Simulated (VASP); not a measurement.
# Si (I4/mmm) in VASP: notebook, part 2 of 2

VASP 6.6.1. The steps go on from the part before.

## (4) Single point, PBE (22.76 Å³/atom)

This run uses another cell than the first one, of 22.76 Å³/atom.

Input file INCAR:

```
SYSTEM = Si
PREC = Accurate ; ENCUT = 520
EDIFF = 1E-6 ; ISMEAR = 0
SIGMA = 0.05 ; LREAL = .FALSE.
LASPH = .TRUE. ; NELM = 60
ALGO = Normal ; ISIF = 2
LWAVE = .FALSE. ; LCHARG = .TRUE.
GGA = PE ; LELF = .TRUE.
LVHAR = .TRUE. ; NBANDS = 16
```

Input file KPOINTS:

```
regular mesh
0
G
  12 12 12
  0 0 0
```

Input file POSCAR:

```
Si
1.0
   -3.4965389973      3.4965389973      1.8615573622
    3.4965389973     -3.4965389973      1.8615573622
    3.4965389973      3.4965389973     -1.8615573622
Si
4
Direct
    0.1786105079      0.1786105079      0.3572210158
    0.8213894921      0.8213894921      0.6427789842
    0.1786105079      0.8213894921      0.0000000000
    0.8213894921      0.1786105079      0.0000000000
```

Potentials or basis: VASP PAW PBE potentials, release 64 (Si).

Run with:

```bash
> cat potpaw_PBE.64/Si/POTCAR > POTCAR
> mpirun -np 1 vasp_std > vasp.out
```

OUTCAR:

```text
SYSTEM = Si
   PREC = Accurate
   ENCUT = 520
   EDIFF = 1E-6
   ISMEAR = 0
   LREAL = .FALSE.
   LASPH = .TRUE.
   NELM = 60
   ISIF = 2
   GGA = PE

 ion  position               nearest neighbor table
   1  0.179  0.179  0.357-   2 2.34   2 2.34   3 2.50   4 2.50
   2  0.821  0.821  0.643-   1 2.34   1 2.34   4 2.50   3 2.50
   3  0.179  0.821  0.000-   4 2.34   4 2.34   2 2.50   1 2.50
   4  0.821  0.179  0.000-   3 2.34   3 2.34   2 2.50   1 2.50

  LATTYP: Found a body centered tetragonal cell.
 ALAT       =     6.9930779946
 C/A-ratio  =     0.5324000000

  Lattice vectors:

 A1 = (  -3.4965389973,   3.4965389973,   1.8615573622)
 A2 = (   3.4965389973,  -3.4965389973,   1.8615573622)
 A3 = (   3.4965389973,   3.4965389973,  -1.8615573622)

Analysis of symmetry for initial positions (statically):
=====================================================================
 Subroutine PRICEL returns:
 Original cell was already a primitive cell.

 Routine SETGRP: Setting up the symmetry group for a
 body centered tetragonal supercell.

 Subroutine GETGRP returns: Found 16 space group operations
 (whereof 16 operations were pure point group operations)
[... 172 lines left out ...]
 fundamental gap:      0.0223842765
 Fermi energy:         4.7843417431

 k-point     1 :       0.0000    0.0000    0.0000
  band No.  band energies     occupation
      1      -6.7989      2.00000
      2      -3.4101      2.00000
      3      -0.6460      2.00000
      4      -0.6460      2.00000
      5       1.2907      2.00000
      6       3.7922      2.00000
[... 433 lines left out ...]
      3      -1.6070      2.00000
      4       0.1512      2.00000
      5       1.2078      2.00000
      6       2.0851      2.00000
[... 8 lines left out ...]
     15      10.6812      0.00000
     16      11.4180      0.00000

 [... further k-points ...]

------------------------ aborting loop because EDIFF is reached ----------------------------------------

  FORCE on cell =-STRESS in cart. coord.  units (eV):
  Direction    XX          YY          ZZ          XY          YZ          ZX
  --------------------------------------------------------------------------------------
  -------------------------------------------------------------------------------------
  Total       -4.1278533     -4.1278533      2.8212272      0.0000000      0.0000000      0.0000000
  in kB      -72.6476673    -72.6476673     49.6518550      0.0000000      0.0000000      0.0000000
  external PRESSURE =     -31.8811599 kB  Pullay stress =       0.0000000 kB

 VOLUME and BASIS-vectors are now :
 -----------------------------------------------------------------------------
  energy-cutoff  :      520.00
  volume of cell :       91.04
      direct lattice vectors                 reciprocal lattice vectors
    -3.496538997  3.496538997  1.861557362     0.000000000  0.142998548  0.268592314
     3.496538997 -3.496538997  1.861557362     0.142998548  0.000000000  0.268592314
     3.496538997  3.496538997 -1.861557362     0.142998548  0.142998548  0.000000000

 POSITION                                       TOTAL-FORCE (eV/Angst)
 -----------------------------------------------------------------------------------
      1.24904      1.24904     -0.00000        -0.485627     -0.485627     -0.000000
      2.24750      2.24750      1.86156         0.485627      0.485627      0.000000
      2.24750     -2.24750      1.86156         0.485627     -0.485627     -0.000000
     -2.24750      2.24750      1.86156        -0.485627      0.485627     -0.000000
 -----------------------------------------------------------------------------------
    total drift:                               -0.000000     -0.000000      0.000000

  FREE ENERGIE OF THE ION-ELECTRON SYSTEM (eV)
  ---------------------------------------------------
  free  energy   TOTEN  =       -21.0542257110 eV

  energy  without entropy=      -21.0541586507  energy(sigma->0) =      -21.05419218
```

stdout:

```text
POSCAR found type information on POSCAR Si
 POSCAR found :  1 types and       4 ions
 scaLAPACK will be used
 LDA part: xc-table for (Slater+PW92), standard interpolation
 POSCAR, INCAR and KPOINTS ok, starting setup
 FFT: planning ... GRIDC
 FFT: planning ... GRID_SOFT
 FFT: planning ... GRID
 WAVECAR not read
 entering main loop
```

It took 6.2 min on 1 thread of Intel Xeon Platinum 8375C at 2.90GHz (Ice Lake), shared host; peak memory 0.33 GiB.

What came out:

```
Free energy            : -21.0542 eV
Pressure               : -3.2 GPa
Largest force          : 0.687 eV/Å
Band gap on the k mesh : 0.02 eV (least direct gap 1.29 eV)
```

Forces in eV/Å, atoms in the order of the input:
```
Si  -0.486 -0.486  0.000
Si   0.486  0.486  0.000
Si   0.486 -0.486  0.000
Si  -0.486  0.486  0.000
```

Levels at points of the mesh, in eV from the valence-band top:
| k point | band 5 | band 6 | band 7 | band 8 | band 9 | band 10 | band 11 | band 12 |
| --- | --- | --- | --- | --- | --- | --- | --- | --- |
| (0.00, 0.00, 0.00) | -3.49 | -0.98 | -0.98 | -0.39 | 1.07 | 1.07 | 2.20 | 2.78 |
| (0.50, 0.00, 0.00) | -4.07 | -3.23 | -2.05 | -1.56 | 0.87 | 1.94 | 2.90 | 3.40 |
| (0.50, 0.50, 0.00) | -2.73 | -2.06 | -1.34 | -1.06 | 1.81 | 2.29 | 2.55 | 3.41 |
| (0.50, 0.50, 0.50) | -2.12 | -0.16 | -0.16 | 0.00 | 1.29 | 2.12 | 2.63 | 4.02 |

Caveat: the stress differs along the axes, from -7 to 5 GPa. A k mesh can miss the band edges.

## (5) Single point, PBE (22.76 Å³/atom)

This run uses another cell than the first one, of 22.76 Å³/atom.

Input file INCAR:

```
SYSTEM = Si
PREC = Accurate
ENCUT = 520
EDIFF = 1E-6
ISMEAR = 0
SIGMA = 0.05
LREAL = .FALSE.
LASPH = .TRUE.
NELM = 80
ALGO = Normal
ISIF = 2
LWAVE = .FALSE.
LCHARG = .FALSE.
GGA = PE
NBANDS = 16
```

Input file KPOINTS:

```
Automatic mesh
0
G
  12 12 12
  0 0 0
```

Input file POSCAR:

```
Si
1.0
   -3.4040130742      3.4040130742      1.9641322967
    3.4040130742     -3.4040130742      1.9641322967
    3.4040130742      3.4040130742     -1.9641322967
Si
4
Direct
    0.1786105079      0.1786105079      0.3572210158
    0.8213894921      0.8213894921      0.6427789842
    0.1786105079      0.8213894921      0.0000000000
    0.8213894921      0.1786105079      0.0000000000
```

Potentials or basis: VASP PAW PBE potentials, release 64 (Si).

Run with:

```bash
> cat potpaw_PBE.64/Si/POTCAR > POTCAR
> mpirun -np 1 vasp_std > vasp.out
```

OUTCAR:

```text
SYSTEM = Si
   PREC = Accurate
   ENCUT = 520
   EDIFF = 1E-6
   ISMEAR = 0
   LREAL = .FALSE.
   LASPH = .TRUE.
   NELM = 80
   ISIF = 2
   GGA = PE

 ion  position               nearest neighbor table
   1  0.179  0.179  0.357-   2 2.40   2 2.40   3 2.43   4 2.43
   2  0.821  0.821  0.643-   1 2.40   1 2.40   4 2.43   3 2.43
   3  0.179  0.821  0.000-   4 2.40   4 2.40   2 2.43   1 2.43
   4  0.821  0.179  0.000-   3 2.40   3 2.40   2 2.43   1 2.43

  LATTYP: Found a body centered tetragonal cell.
 ALAT       =     6.8080261484
 C/A-ratio  =     0.5770049215

[... 653 lines left out ...]
  --------------------------------------------------------------------------------------
  -------------------------------------------------------------------------------------
  Total       -2.1547347     -2.1547347     -2.2591825      0.0000000      0.0000000      0.0000000
  in kB      -37.9219990    -37.9219990    -39.7602159      0.0000000      0.0000000      0.0000000
  external PRESSURE =     -38.5347380 kB  Pullay stress =       0.0000000 kB

 VOLUME and BASIS-vectors are now :
 -----------------------------------------------------------------------------
  energy-cutoff  :      520.00
  volume of cell :       91.04
      direct lattice vectors                 reciprocal lattice vectors
    -3.404013074  3.404013074  1.964132297     0.000000000  0.146885452  0.254565337
     3.404013074 -3.404013074  1.964132297     0.146885452  0.000000000  0.254565337
     3.404013074  3.404013074 -1.964132297     0.146885452  0.146885452  0.000000000

 POSITION                                       TOTAL-FORCE (eV/Angst)
 -----------------------------------------------------------------------------------
      1.21599      1.21599     -0.00000        -0.048227     -0.048227      0.000000
      2.18803      2.18803      1.96413         0.048227      0.048227     -0.000000
      2.18803     -2.18803      1.96413         0.048227     -0.048227     -0.000000
     -2.18803      2.18803      1.96413        -0.048227      0.048227     -0.000000
 -----------------------------------------------------------------------------------
    total drift:                               -0.000000     -0.000000      0.000000

  FREE ENERGIE OF THE ION-ELECTRON SYSTEM (eV)
  ---------------------------------------------------
  free  energy   TOTEN  =       -21.2370328487 eV

  energy  without entropy=      -21.2370327672  energy(sigma->0) =      -21.23703281
```

Wall time 6.1 min (1 thread of Intel Xeon Platinum 8375C at 2.90GHz (Ice Lake), shared host); peak memory 0.34 GiB.

What came out:

```
Free energy            : -21.2370 eV
Pressure               : -3.9 GPa
Largest force          : 0.068 eV/Å
Band gap on the k mesh : 0.26 eV (least direct gap 0.49 eV)
```

Forces on the atoms (eV/Å):
```
Si  -0.048 -0.048  0.000
Si   0.048  0.048  0.000
Si   0.048 -0.048  0.000
Si  -0.048  0.048  0.000
```

Stress tensor (GPa, compression positive):
```
-3.79  0.00  0.00
 0.00 -3.79  0.00
 0.00  0.00 -3.98
```

Caveat: the cell stands under tension.

## (6) The runs side by side

```csv
cell,gap on the mesh (eV),pressure (GPa),largest force (eV/Å)
"a = 5.099 Å, angles 97.1, 97.1, 138.7°, 4 atoms",none,5.8,0.94
"a = 5.161 Å, angles 98.8, 98.8, 134.0°, 4 atoms",0.05,-3.8,0.27
"a = 5.284 Å, angles 97.1, 97.1, 138.7°, 4 atoms",0.02,-3.2,0.69
"a = 5.199 Å, angles 98.2, 98.2, 135.6°, 4 atoms",0.26,-3.9,0.07
```

Alike in all rows: task single point; level PBE; potentials or basis VASP PAW PBE potentials, release 64 (Si); no spin polarisation; k mesh 12 × 12 × 12; cutoff (eV) 520; smearing gaussian 0.05 eV.

Caveats: the stress differs along the axes, from 0 to 17 GPa (at least some runs); semilocal functionals underestimate gaps, and a narrow one can read as zero (at least some runs); the stress differs along the axes, from -8 to -2 GPa (at least some runs); the stress differs along the axes, from -7 to 5 GPa (at least some runs); the cell stands under tension (at least some runs).

Total energies depend on the potentials used, so only differences within one code and one set of settings carry meaning.

The gap in the log of VASP goes by the Fermi energy; the results here count the filled bands.